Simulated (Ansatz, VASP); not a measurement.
One calculation of TiTe2, two programs

```xyz
3
Lattice="3.7517 0.0000 0.0000 -1.8758 3.2490 0.0000 0.0000 0.0000 6.4544" Properties=species:S:1:pos:R:3 pbc="T T T"
Ti    0.0000    0.0000    0.0000
Te    1.8758    1.0830    1.6962
Te    0.0000    2.1660    4.7582
```

Change from the starting cell: volume scaled by 0.98.

Alike in both runs: task single point; functional PBEsol; k mesh 13 × 13 × 7; occupations fermi-dirac, width 0.03 eV; no spin polarisation.

|  | VASP | Ansatz |
| --- | --- | --- |
| version | VASP 6.6.1 | Ansatz 0.2.0 |
| potentials or method | VASP PAW PBE potentials, release 64 (Ti_sv, Te), cutoff 520 eV | all-electron LAPW, scalar-relativistic |

|  | VASP | Ansatz | Ansatz less VASP |
| --- | --- | --- | --- |
| pressure (GPa) | -1.0 | -1.0 | -0.04 |
| traceless stress, the component that is largest in VASP (GPa) | 0.82 | 0.81 | -0.011 |
| rms of the force components (eV/Å) | 0.039 | 0.030 | -0.0094 |

VASP's potentials were made for PBE, not for PBEsol. Atom by atom the forces differ by 0.009 eV/Å (rms over components). Ansatz ran all-electron here, and VASP with PAW potentials.

Neither program's run includes spin-orbit coupling.
